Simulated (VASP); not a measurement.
# YMn2 (Fd-3m) in VASP: single point with PBE

Aim: the single point of YMn2 with PBE.

All numbers are computed with VASP 6.6.1; they aren't measurements. Logs are shortened: lines on timing, memory, paths and dates and some standing lists are left out, and cuts for length are marked.

**1. The cell of the first run**

It takes space group Fd-3m (No. 227, cubic). The conventional cell has a = 7.219 Å, b = 7.219 Å, c = 7.219 Å, α = 90.00°, β = 90.00°, γ = 90.00°. Within 3.9 Å of Y (site symmetry -43m) lie 12 Mn at 2.99 Å and 4 Y at 3.13 Å. Within 3.4 Å of Mn (site symmetry -3m) lie 6 Mn at 2.55 Å and 6 Y at 2.99 Å.

**2. Single point, PBE**

The input, POSCAR:

```
YMn2
1.0
    0.0000000000      3.6096406320      3.6096406320
    3.6096406320      0.0000000000      3.6096406320
    3.6096406320      3.6096406320      0.0000000000
Y Mn
2 4
Direct
    0.0000000000      0.0000000000      0.0000000000
    0.2500000000      0.2500000000      0.2500000000
    0.6250000000      0.6250000000      0.6250000000
    0.1250000000      0.6250000000      0.6250000000
    0.6250000000      0.6250000000      0.1250000000
    0.6250000000      0.1250000000      0.6250000000
```

The input, INCAR.step1:

```
ALGO     = Fast           # electronic algorithm
EDIFF    = 1E-6           # SCF threshold, eV
ENCUT    = 520            # plane-wave cutoff, eV
GGA      = PE             # functional
ISIF     = 2              # what is computed and relaxed
ISMEAR   = 0              # smearing method
LASPH    = True           # aspherical terms in the spheres
LCHARG   = True           # write CHGCAR
LMAXMIX  = 4              # l up to which the mixer works
LREAL    = False          # projectors in reciprocal space
LWAVE    = False          # write WAVECAR
NBANDS   = 46             # bands
NELM     = 100            # most SCF steps
PREC     = Accurate       # precision mode
SIGMA    = 0.05           # smearing width, eV
```

The input, KPOINTS.step1:

```
k-points
0
Gamma
  10 10 10
```

The input, INCAR.step2:

```
ALGO     = Fast           # electronic algorithm
EDIFF    = 1E-6           # SCF threshold, eV
ENCUT    = 520            # plane-wave cutoff, eV
GGA      = PE             # functional
ICHARG   = 11             # starting density
ISIF     = 2              # what is computed and relaxed
ISMEAR   = -5             # smearing method
LASPH    = True           # aspherical terms in the spheres
LCHARG   = False          # write CHGCAR
LMAXMIX  = 4              # l up to which the mixer works
LORBIT   = 11             # projections on sites
LREAL    = False          # projectors in reciprocal space
LWAVE    = False          # write WAVECAR
NBANDS   = 46             # bands
NEDOS    = 1001           # points of the DOS
NELM     = 100            # most SCF steps
PREC     = Accurate       # precision mode
SIGMA    = 0.05           # smearing width, eV
```

The input, KPOINTS.step2:

```
k-points
0
Gamma
  15 15 15
```

Potentials or basis: VASP PAW PBE potentials, release 64 (Y_sv, Mn_pv).

The run is started by

```bash
cat potpaw_PBE.64/Y_sv/POTCAR potpaw_PBE.64/Mn_pv/POTCAR > POTCAR
cp INCAR.step1 INCAR
cp KPOINTS.step1 KPOINTS
mpirun -np 1 vasp_std > vasp.out
cp INCAR.step2 INCAR
cp KPOINTS.step2 KPOINTS
mpirun -np 1 vasp_std > vasp.out
```

OUTCAR:

```text
EDIFF = 1E-6
   ENCUT = 520
   GGA = PE
   ICHARG = 11
   ISIF = 2
   ISMEAR = -5
   LASPH = True
   LORBIT = 11
   LREAL = False
   NELM = 100
   PREC = Accurate

 ion  position               nearest neighbor table
   1  0.000  0.000  0.000-   3 2.99   5 2.99   6 2.99   3 2.99   4 2.99   5 2.99   3 2.99   4 2.99
                             6 2.99   4 2.99   5 2.99   6 2.99   2 3.13   2 3.13   2 3.13   2 3.13
   2  0.250  0.250  0.250-   4 2.99   5 2.99   6 2.99   3 2.99   4 2.99   6 2.99   3 2.99   4 2.99
                             5 2.99   3 2.99   5 2.99   6 2.99   1 3.13   1 3.13   1 3.13   1 3.13
   3  0.625  0.625  0.625-   4 2.55   5 2.55   6 2.55   5 2.55   6 2.55   4 2.55   1 2.99   2 2.99
                             1 2.99   2 2.99   1 2.99   2 2.99
   4  0.125  0.625  0.625-   3 2.55   5 2.55   6 2.55   3 2.55   5 2.55   6 2.55   2 2.99   1 2.99
                             1 2.99   2 2.99   2 2.99   1 2.99
   5  0.625  0.625  0.125-   3 2.55   3 2.55   4 2.55   6 2.55   6 2.55   4 2.55   1 2.99   2 2.99
                             1 2.99   2 2.99   1 2.99   2 2.99
   6  0.625  0.125  0.625-   3 2.55   5 2.55   3 2.55   4 2.55   5 2.55   4 2.55   2 2.99   1 2.99
                             2 2.99   2 2.99   1 2.99   1 2.99

  LATTYP: Found a face centered cubic cell.
 ALAT       =     7.2192812640

  Lattice vectors:

 A1 = (   0.0000000000,   3.6096406320,   3.6096406320)
 A2 = (   3.6096406320,   0.0000000000,   3.6096406320)
 A3 = (   3.6096406320,   3.6096406320,   0.0000000000)

Analysis of symmetry for initial positions (statically):
=====================================================================
 Subroutine PRICEL returns:
 Original cell was already a primitive cell.

 Routine SETGRP: Setting up the symmetry group for a
 face centered cubic supercell.

 Subroutine GETGRP returns: Found 48 space group operations
 (whereof 24 operations were pure point group operations)
 out of a pool of 48 trial point group operations.

The static configuration has the point symmetry T_d .
 The point group associated with its full space group is O_h .

Analysis of symmetry for dynamics (positions and initial velocities):
=====================================================================
 Subroutine PRICEL returns:
 Original cell was already a primitive cell.

 Routine SETGRP: Setting up the symmetry group for a
 face centered cubic supercell.

 Subroutine GETGRP returns: Found 48 space group operations
 (whereof 24 operations were pure point group operations)
 out of a pool of 48 trial point group operations.

The dynamic configuration has the point symmetry T_d .
 The point group associated with its full space group is O_h .

 Subroutine INISYM returns: Found 48 space group operations
[... 128 lines left out ...]
  volume/ion in A,a.u.               =      15.68       105.80
  Fermi-wavevector in a.u.,A,eV,Ry     =   1.511279  2.855904 31.075238  2.283966
  Thomas-Fermi vector in A             =   2.621358
   LORBIT       =     11    0 simple, 1 ext, 2 COOP (PROOUT), +10 PAW based schemes
   GGA     = PE    functional components
   LHFCALC =     F    Hartree Fock is set to
   AEXX    =    0.0000 exact exchange contribution
   IVDW    =     0    specifies the selected vdW correction
   LEPSILON=     F    determine dielectric tensor
   LRPA    =     F    only Hartree local field effects (RPA)
 non-spin polarized calculation
 RMM-DIIS sequential band-by-band and
 Fermi weights with tetrahedron method with Bloechl corrections
  energy-cutoff  :      520.00
  volume of cell :       94.06
 maximum number of plane-waves:      2637
 NGX is ok and might be reduce to    40

 number of electron      74.0000053 magnetization

 Free energy of the ion-electron system (eV)
  ---------------------------------------------------
  ext. energy  EPLUGINS =         0.00000000
  ---------------------------------------------------
  free energy    TOTEN  =       -47.91419397 eV

  energy without entropy =      -47.91419397  energy(sigma->0) =      -47.91419397

 E-fermi :   6.8278     XC(G=0): -12.1811

 val. band max:        6.8415148674   @ k =  -0.0667   0.0667   0.0000
 cond. band min:       6.8214583205   @ k =  -0.2667   0.3333   0.0667
 fundamental gap:     -0.0200565469
 Fermi energy:         6.8278372385

 k-point     1 :       0.0000    0.0000    0.0000
  band No.  band energies     occupation
      1     -41.4035      2.00000
      2     -41.0988      2.00000
      3     -41.0988      2.00000
      4     -41.0988      2.00000
      5     -40.9684      2.00000
      6     -40.9684      2.00000
[... 1165 lines left out ...]
     45       8.6106      0.00000
     46       8.7939      0.00000

 [... further k-points ...]

------------------------ aborting loop because EDIFF is reached ----------------------------------------

  FORCE on cell =-STRESS in cart. coord.  units (eV):
  Direction    XX          YY          ZZ          XY          YZ          ZX
  --------------------------------------------------------------------------------------
  -------------------------------------------------------------------------------------
  Total       -1.0134868     -1.0134868     -1.0134868     -0.0000000      0.0000000      0.0000000
  in kB      -17.2626232    -17.2626232    -17.2626232     -0.0000000      0.0000000      0.0000000
  external PRESSURE =     -17.2626232 kB  Pullay stress =       0.0000000 kB

 VOLUME and BASIS-vectors are now :
 -----------------------------------------------------------------------------
  energy-cutoff  :      520.00
  volume of cell :       94.06
      direct lattice vectors                 reciprocal lattice vectors
     0.000000000  3.609640632  3.609640632    -0.138517944  0.138517944  0.138517944
     3.609640632  0.000000000  3.609640632     0.138517944 -0.138517944  0.138517944
     3.609640632  3.609640632  0.000000000     0.138517944  0.138517944 -0.138517944

 POSITION                                       TOTAL-FORCE (eV/Angst)
 -----------------------------------------------------------------------------------
      0.00000      0.00000      0.00000         0.000000      0.000000      0.000000
      1.80482      1.80482      1.80482        -0.000000     -0.000000     -0.000000
      4.51205      4.51205      4.51205        -0.000000     -0.000000      0.000000
      4.51205      2.70723      2.70723        -0.000000     -0.000000      0.000000
      2.70723      2.70723      4.51205        -0.000000     -0.000000      0.000000
      2.70723      4.51205      2.70723        -0.000000     -0.000000      0.000000
 -----------------------------------------------------------------------------------
    total drift:                                0.000000      0.000000      0.000000

  FREE ENERGIE OF THE ION-ELECTRON SYSTEM (eV)
  ---------------------------------------------------
  free  energy   TOTEN  =       -47.9141939691 eV

  energy  without entropy=      -47.9141939691  energy(sigma->0) =      -47.91419397

 total charge

# of ion       s       p       d       f       tot
--------------------------------------------------
    1        2.280   6.500   1.220   0.047  10.047
    2        2.280   6.500   1.220   0.047  10.047
    3        0.411   6.289   5.068   0.000  11.768
    4        0.411   6.289   5.068   0.000  11.768
    5        0.411   6.289   5.068   0.000  11.768
    6        0.411   6.289   5.068   0.000  11.768
--------------------------------------------------
tot          6.206  38.156  22.711   0.094  67.168
```

OSZICAR.step1:

```text
N       E                     dE             d eps       ncg     rms          rms(c)
DAV:   1     0.912042121100E+03    0.91204E+03   -0.41133E+04  4340   0.198E+03
DAV:   2     0.198171751334E+02   -0.89222E+03   -0.87114E+03  4324   0.585E+02
DAV:   3    -0.514099328661E+02   -0.71227E+02   -0.66800E+02  5526   0.159E+02
[... 17 lines left out ...]
RMM:  21    -0.479192554409E+02   -0.40092E-05   -0.43590E-05  3819   0.887E-03    0.426E-03
RMM:  22    -0.479192577835E+02   -0.23425E-05   -0.24485E-05  3458   0.639E-03    0.226E-03
RMM:  23    -0.479192595594E+02   -0.17759E-05   -0.18202E-05  3011   0.528E-03    0.124E-03
RMM:  24    -0.479192606351E+02   -0.10757E-05   -0.11276E-05  2821   0.443E-03    0.106E-03
RMM:  25    -0.479192613712E+02   -0.73615E-06   -0.79540E-06  2325   0.369E-03
   1 F= -.47919261E+02 E0= -.47910880E+02  d E =-.167637E-01
```

It took 11 min on 1 thread of AMD EPYC 9R45 (Zen 5), shared host; peak memory 0.53 GiB.

What came out:

* Valence electrons inside the program's atomic spheres: Y 10.05; Mn 11.77

Levels at points of the mesh, in eV from the Fermi level:
| k point | band 34 | band 35 | band 36 | band 37 | band 38 | band 39 | band 40 | band 41 |
| --- | --- | --- | --- | --- | --- | --- | --- | --- |
| (0.00, 0.00, 0.00) | 0.15 | 0.15 | 0.35 | 0.35 | 0.36 | 0.36 | 0.36 | 0.50 |

Caveat: the run has no spin polarisation, though such a crystal can be magnetic; tetrahedron occupations give inexact forces and stress in metals. Spin polarisation is off, so any magnetic state and its effect on volume and gap are missing.
